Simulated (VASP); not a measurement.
# MgS5 (P6/mmm) in VASP: further runs

The runs below take MgS5 through single point, relaxation of cell and atoms, with PBE.

All numbers are computed with VASP 6.6.1; they aren't measurements. Logs are shortened: lines on timing, memory, paths and dates and some standing lists are left out, and cuts for length are marked.

## Step 1: The cell of the first run

Symmetry: P6/mmm, No. 191, hexagonal system. Conventional cell: a = 6.605 Å, b = 6.605 Å, c = 3.250 Å, α = 90.00°, β = 90.00°, γ = 120.00°. Within 4.3 Å of Mg (site symmetry 6/mmm) lie 2 Mg at 3.25 Å and 18 S at 3.68 to 3.81 Å. S (site symmetry mmm) has 6 S at 2.51 to 3.25 Å within 3.3 Å. S (site symmetry -6m2) has 8 S at 2.51 to 3.25 Å within 3.3 Å.

## Step 2: Single point, PBE

Contents of INCAR:

```
SYSTEM = MgS5
PREC = Accurate
ENCUT = 520
EDIFF = 1E-7
ISMEAR = 0
SIGMA = 0.1
LREAL = .FALSE.
LASPH = .TRUE.
NELM = 80
ALGO = Normal
ISIF = 2
LWAVE = .FALSE.
LCHARG = .TRUE.
GGA = PE
LELF = .TRUE.
LVHAR = .TRUE.
NBANDS = 25
```

Contents of KPOINTS:

```
regular mesh
0
G
  6 6 12
  0 0 0
```

Contents of POSCAR:

```
MgS5
1.0
    6.6049756147      0.0000000000      0.0000000000
   -3.3024878073      5.7200766737      0.0000000000
    0.0000000000      0.0000000000      3.2502275129
Mg S
1 5
Direct
    0.0000000000      0.0000000000      0.0000000000
    0.5000000000      0.0000000000      0.5000000000
    0.5000000000      0.5000000000      0.5000000000
    0.0000000000      0.5000000000      0.5000000000
    0.3333333333      0.6666666667      0.0000000000
    0.6666666667      0.3333333333      0.0000000000
```

Potentials or basis: VASP PAW PBE potentials, release 64 (Mg, S).

The run is started by

```
cat potpaw_PBE.64/Mg/POTCAR potpaw_PBE.64/S/POTCAR > POTCAR
mpirun -np 1 vasp_std > vasp.out
```

OUTCAR:

```text
SYSTEM = MgS5
   PREC = Accurate
   ENCUT = 520
   EDIFF = 1E-7
   ISMEAR = 0
   LREAL = .FALSE.
   LASPH = .TRUE.
   NELM = 80
   ISIF = 2
   GGA = PE

 ion  position               nearest neighbor table
   1  0.000  0.000  0.000-
   2  0.500  0.000  0.500-   5 2.51   6 2.51   5 2.51   6 2.51
   3  0.500  0.500  0.500-   5 2.51   6 2.51   5 2.51   6 2.51
   4  0.000  0.500  0.500-   5 2.51   6 2.51   5 2.51   6 2.51
   5  0.333  0.667  0.000-   2 2.51   2 2.51   4 2.51   4 2.51   3 2.51   3 2.51
   6  0.667  0.333  0.000-   2 2.51   2 2.51   4 2.51   4 2.51   3 2.51   3 2.51

  LATTYP: Found a hexagonal cell.
 ALAT       =     6.6049756147
 C/A-ratio  =     0.4920877385

  Lattice vectors:

 A1 = (   6.6049756147,   0.0000000000,   0.0000000000)
 A2 = (  -3.3024878073,   5.7200766737,   0.0000000000)
 A3 = (   0.0000000000,   0.0000000000,   3.2502275129)

Analysis of symmetry for initial positions (statically):
=====================================================================
 Subroutine PRICEL returns:
 Original cell was already a primitive cell.

 Routine SETGRP: Setting up the symmetry group for a
 hexagonal supercell.

 Subroutine GETGRP returns: Found 24 space group operations
 (whereof 24 operations were pure point group operations)
 out of a pool of 24 trial point group operations.

The static configuration has the point symmetry D_6h.

Analysis of symmetry for dynamics (positions and initial velocities):
=====================================================================
 Subroutine PRICEL returns:
 Original cell was already a primitive cell.

 Routine SETGRP: Setting up the symmetry group for a
 hexagonal supercell.

 Subroutine GETGRP returns: Found 24 space group operations
 (whereof 24 operations were pure point group operations)
 out of a pool of 24 trial point group operations.

The dynamic configuration has the point symmetry D_6h.

 Subroutine INISYM returns: Found 24 space group operations
 (whereof 24 operations are pure point group operations),
 and found     1 'primitive' translations

----------------------------------------------------------------------------------------

                                     Primitive cell

  volume of cell :     122.7967

  direct lattice vectors                    reciprocal lattice vectors
     6.604975615  0.000000000  0.000000000     0.151401013  0.087411416  0.000000000
    -3.302487807  5.720076674  0.000000000     0.000000000  0.174822831  0.000000000
     0.000000000  0.000000000  3.250227513     0.000000000  0.000000000  0.307670770

  length of vectors
     6.604975615  6.604975615  3.250227513     0.174822831  0.174822831  0.307670770

  position of ions in fractional coordinates (direct lattice)
     0.000000000  0.000000000  0.000000000
     0.500000000  0.000000000  0.500000000
     0.500000000  0.500000000  0.500000000
     0.000000000  0.500000000  0.500000000
     0.333333333  0.666666667  0.000000000
     0.666666667  0.333333333  0.000000000

  ion indices of the primitive-cell ions
   primitive index   ion index
                 1           1
                 2           2
                 3           3
                 4           4
                 5           5
                 6           6

----------------------------------------------------------------------------------------

 KPOINTS: regular mesh

Automatic generation of k-mesh.
 Grid dimensions read from file:
 generate k-points for:    6    6   12

 Generating k-lattice:

  Cartesian coordinates                     Fractional coordinates (reciprocal lattice)
     0.025233502  0.014568569  0.000000000     0.166666667  0.000000000  0.000000000
     0.000000000  0.029137139  0.000000000     0.000000000  0.166666667  0.000000000
     0.000000000  0.000000000  0.025639231     0.000000000  0.000000000  0.083333333

  Length of vectors
     0.029137139  0.029137139  0.025639231

  Shift w.r.t. Gamma in fractional coordinates (k-lattice)
     0.000000000  0.000000000  0.000000000

 Subroutine IBZKPT returns following result:
 ===========================================

 Found     49 irreducible k-points:

 Following reciprocal coordinates:
            Coordinates               Weight
  0.000000  0.000000  0.000000      1.000000
  0.166667 -0.000000  0.000000      6.000000
  0.333333 -0.000000  0.000000      6.000000
  0.500000 -0.000000  0.000000      3.000000
  0.166667  0.166667  0.000000      6.000000
  0.333333  0.166667  0.000000     12.000000
[... 16 lines left out ...]
  0.166667 -0.000000  0.250000     12.000000
  0.333333 -0.000000  0.250000     12.000000
 [... further k-points ...]
   k-points           NKPTS =     49   k-points in BZ     NKDIM =     49   number of bands    NBANDS=     25
   number of dos      NEDOS =    301   number of ions     NIONS =      6
   total plane-waves  NPLWV =  60000
   dimension x,y,z NGX =    50 NGY =   50 NGZ =   24
   dimension x,y,z NGXF=   100 NGYF=  100 NGZF=   48
   ions per type =               1   5
   NGX,Y,Z   is equivalent  to a cutoff of  12.58, 12.58, 12.28 a.u.
   NGXF,Y,Z  is equivalent  to a cutoff of  25.17, 25.17, 24.55 a.u.
 SYSTEM =  MgS5
   PREC   = accura    normal or accurate (medium, high low for compatibility)
   ISTART =      0    job   : 0-new  1-cont  2-samecut
   ICHARG =      2    charge: 1-file 2-atom 10-const
   ISPIN  =      1    spin polarized calculation?
   LNONCOLLINEAR =      F non collinear calculations
   LSORBIT =      F    spin-orbit coupling
   LASPH  =      T    aspherical Exc in radial PAW
   ENCUT  =  520.0 eV  38.22 Ry    6.18 a.u.  12.28 12.28  6.04*2*pi/ulx,y,z
   NELM   =     80;   NELMIN=  2; NELMDL= -5     # of ELM steps
   EDIFF  = 0.1E-06   stopping-criterion for ELM
   LREAL  =      F    real-space projection
   EDIFFG = 0.1E-05   stopping-criterion for IOM
   NSW    =      0    number of steps for IOM
   IBRION =     -1    ionic relax: 0-MD 1-quasi-New 2-CG
   NFREE  =      0    steps in history (QN), initial steepest desc. (CG)
   ISIF   =      2    stress and relaxation
   ISYM   =      2    0-nonsym 1-usesym 2-fastsym
   POTIM  = 0.5000    time-step for ionic-motion
   TEBEG  =    0.0;   TEEND  =   0.0 temperature during run
   PSTRESS=    0.0 pullay stress
   NELECT =      32.0000    total number of electrons
   NUPDOWN=      -1.0000    fix difference up-down
   EMIN   =  10.00;   EMAX   =-10.00  energy-range for DOS
   EFERMI =   0.00;   METHOD = LEGACY
   ISMEAR =     0;   SIGMA  =   0.10  broadening in eV -4-tet -1-fermi 0-gaus
   EFERMI_NEDOS =   21; number of points for ismear=-14 and -15
   IALGO  =     38    algorithm
   IMIX   =      4    mixing-type and parameters
     AMIX     =   0.40;   BMIX     =  1.00
     AMIX_MAG =   1.60;   BMIX_MAG =  1.00
  volume/ion in A,a.u.               =      20.47       138.11
  Fermi-wavevector in a.u.,A,eV,Ry     =   1.045673  1.976035 14.877045  1.093432
  Thomas-Fermi vector in A             =   2.180479
   LORBIT       =      0    0 simple, 1 ext, 2 COOP (PROOUT), +10 PAW based schemes
   GGA     = PE    functional components
   LHFCALC =     F    Hartree Fock is set to
   AEXX    =    0.0000 exact exchange contribution
   IVDW    =     0    specifies the selected vdW correction
   LEPSILON=     F    determine dielectric tensor
   LRPA    =     F    only Hartree local field effects (RPA)
 non-spin polarized calculation
 Gauss-broadening in eV      SIGMA  =   0.10
  energy-cutoff  :      520.00
  volume of cell :      122.80
 maximum number of plane-waves:      3360
 NGX is ok and might be reduce to    50
   NGX = 25   NGY = 25   NGZ = 13

 number of electron      31.9999995 magnetization

 Free energy of the ion-electron system (eV)
  ---------------------------------------------------
  ext. energy  EPLUGINS =         0.00000000
  ---------------------------------------------------
  free energy    TOTEN  =       -18.64676670 eV

  energy without entropy =      -18.63037642  energy(sigma->0) =      -18.63857156

 E-fermi :   4.9107     XC(G=0):  -9.4641

 val. band max:        4.9004502101   @ k =   0.1667  -0.0000   0.3333
 cond. band min:       4.9276117835   @ k =   0.3333   0.1667   0.0000
 fundamental gap:      0.0271615734
 Fermi energy:         4.9106761388

 k-point     1 :       0.0000    0.0000    0.0000
  band No.  band energies     occupation
      1     -11.8898      2.00000
      2      -9.6966      2.00000
      3      -8.4365      2.00000
      4      -8.4365      2.00000
      5      -4.0022      2.00000
      6      -1.4639      2.00000
[... 17 lines left out ...]
     24       9.8283      0.00000
     25      10.3679      0.00000

 k-point     2 :       0.1667   -0.0000    0.0000
  band No.  band energies     occupation
      1     -11.8196      2.00000
      2     -10.0440      2.00000
      3      -8.4413      2.00000
      4      -8.0044      2.00000
      5      -4.3243      2.00000
      6      -1.3525      2.00000
[... 17 lines left out ...]
     24       9.4940      0.00000
     25      10.7814      0.00000

 k-point     3 :       0.3333   -0.0000    0.0000
  band No.  band energies     occupation
      1     -11.6256      2.00000
      2     -10.5731      2.00000
      3      -8.4509      2.00000
      4      -7.2482      2.00000
      5      -4.9961      2.00000
      6      -1.0817      2.00000
[... 17 lines left out ...]
     24       9.6911      0.00000
     25      11.1432      0.00000

 k-point     4 :       0.5000   -0.0000    0.0000
  band No.  band energies     occupation
      1     -11.4531      2.00000
      2     -10.8693      2.00000
      3      -8.4556      2.00000
      4      -6.7647      2.00000
      5      -5.4564      2.00000
      6      -0.9049      2.00000
[... 17 lines left out ...]
     24      10.1591      0.00000
     25      10.7298      0.00000
[... 477 lines left out ...]
 k-point    22 :       0.0000    0.0000    0.2500
  band No.  band energies     occupation
      1     -11.1448      2.00000
      2      -9.1266      2.00000
      3      -7.9121      2.00000
      4      -7.9121      2.00000
      5      -5.9177      2.00000
      6      -1.3212      2.00000
[... 17 lines left out ...]
     24      10.1732      0.00000
     25      11.6592      0.00000

 k-point    23 :       0.1667   -0.0000    0.2500
  band No.  band energies     occupation
      1     -11.0775      2.00000
      2      -9.4231      2.00000
      3      -7.9163      2.00000
      4      -7.5866      2.00000
      5      -5.9481      2.00000
      6      -1.5303      2.00000
[... 17 lines left out ...]
     24      10.0843      0.00000
     25      11.6060      0.00000

 k-point    24 :       0.3333   -0.0000    0.2500
  band No.  band energies     occupation
      1     -10.8917      2.00000
      2      -9.9015      2.00000
      3      -7.9246      2.00000
      4      -7.0491      2.00000
      5      -6.0551      2.00000
      6      -1.8153      2.00000
[... 17 lines left out ...]
     24       9.8151      0.00000
     25      11.7248      0.00000

 [... further k-points ...]
[... 5 lines left out ...]
  --------------------------------------------------------------------------------------
  -------------------------------------------------------------------------------------
  Total       -0.0791567     -0.0791567     -0.1325279     -0.0000000      0.0000000      0.0000000
  in kB       -1.0327882     -1.0327882     -1.7291440     -0.0000000      0.0000000      0.0000000
  external PRESSURE =      -1.2649068 kB  Pullay stress =       0.0000000 kB

 VOLUME and BASIS-vectors are now :
 -----------------------------------------------------------------------------
  energy-cutoff  :      520.00
  volume of cell :      122.80
      direct lattice vectors                 reciprocal lattice vectors
     6.604975615  0.000000000  0.000000000     0.151401013  0.087411416  0.000000000
    -3.302487807  5.720076674  0.000000000     0.000000000  0.174822831  0.000000000
     0.000000000  0.000000000  3.250227513     0.000000000  0.000000000  0.307670770

 POSITION                                       TOTAL-FORCE (eV/Angst)
 -----------------------------------------------------------------------------------
      0.00000      0.00000      0.00000         0.000000      0.000000      0.000000
      3.30249      0.00000      1.62511         0.000000      0.000000      0.000000
      1.65124      2.86004      1.62511         0.000000      0.000000      0.000000
     -1.65124      2.86004      1.62511         0.000000      0.000000      0.000000
     -0.00000      3.81338      0.00000         0.000000     -0.000000      0.000000
      3.30249      1.90669      0.00000        -0.000000      0.000000      0.000000
 -----------------------------------------------------------------------------------
    total drift:                               -0.000000     -0.000000     -0.000000

  FREE ENERGIE OF THE ION-ELECTRON SYSTEM (eV)
  ---------------------------------------------------
  free  energy   TOTEN  =       -18.6467667034 eV

  energy  without entropy=      -18.6303764192  energy(sigma->0) =      -18.63857156
```

Run time: 4.9 min. Hardware: 1 thread of AMD EPYC 7R13, shared host; peak memory 0.26 GiB.

Results:

```yaml
Free_energy: -18.6468 eV
Pressure: -0.1 GPa
Band_gap_on_the_k_mesh: zero (band 16 reaches 5.49 eV, above the bottom of band 17 at 3.81 eV)
```

Levels at points of the mesh, in eV from the Fermi level:
| k point | band 14 | band 15 | band 16 | band 17 | band 18 | band 19 |
| --- | --- | --- | --- | --- | --- | --- |
| (0.00, 0.00, 0.00) | -1.48 | -1.14 | -1.10 | -1.10 | -1.02 | 3.11 |
| (0.50, 0.00, 0.00) | -1.11 | -0.41 | -0.37 | 0.62 | 1.28 | 1.65 |
| (0.00, 0.00, 0.50) | -1.73 | -1.04 | -1.04 | -0.50 | 1.07 | 1.91 |
| (0.50, 0.00, 0.50) | -2.11 | -0.77 | 0.30 | 0.39 | 1.28 | 1.53 |

[end of part 1 of 2]
